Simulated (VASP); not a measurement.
Crystal: HfIn4SiO6.

```
CELL_PARAMETERS angstrom
5.69867 0.00381 0.01559
-0.70506 6.10815 -0.00575
-2.73718 -1.39557 6.63076
ATOMIC_POSITIONS crystal
Hf 0.11793 0.01556 0.13292
In 0.38842 0.99901 0.72891
In 0.75865 0.00842 0.49586
In 0.23461 0.48841 0.53300
In 0.59649 0.48211 0.20528
Si 0.86778 0.44029 0.85544
O 0.55316 0.38738 0.79290
O 0.93454 0.38483 0.65596
O 0.98414 0.26218 0.00347
O 0.99083 0.69806 0.98452
O 0.08665 0.06493 0.39374
O 0.48680 0.10883 0.21799
```

Base run:

```yaml
Program: VASP 6.6.1
Functional: revPBE
Potentials_or_basis: VASP PAW PBE potentials, release 64 (Hf_pv, In_d, Si, O)
Cutoff: 520 eV
k_mesh: 4 × 4 × 3
Occupations: fermi-dirac, width 0.05 eV
Spin: no spin polarisation
```

Its results: band gap on the k mesh 1.00 eV (least direct gap 1.17 eV); pressure 1.6 GPa; largest force 0.158 eV/Å.

Question: The run is repeated on the same cell with these changes: functional from revPBE to LDA; potentials or basis from VASP PAW PBE potentials, release 64 (Hf_pv, In_d, Si, O) to VASP PAW LDA potentials, release 64 (Hf_pv, In_d, Si, O). What comes out?

Answer: Band gap on the k mesh 0.93 eV (least direct gap 1.15 eV); pressure -5.9 GPa; largest force 0.487 eV/Å.

Caveats: spin-orbit coupling is left out, which moves the levels of the heavy elements; the PAW data sets were made with another functional, which shifts forces and pressure a little (at least some runs); the cell stands under tension (at least some runs).

A k mesh can miss the band edges.
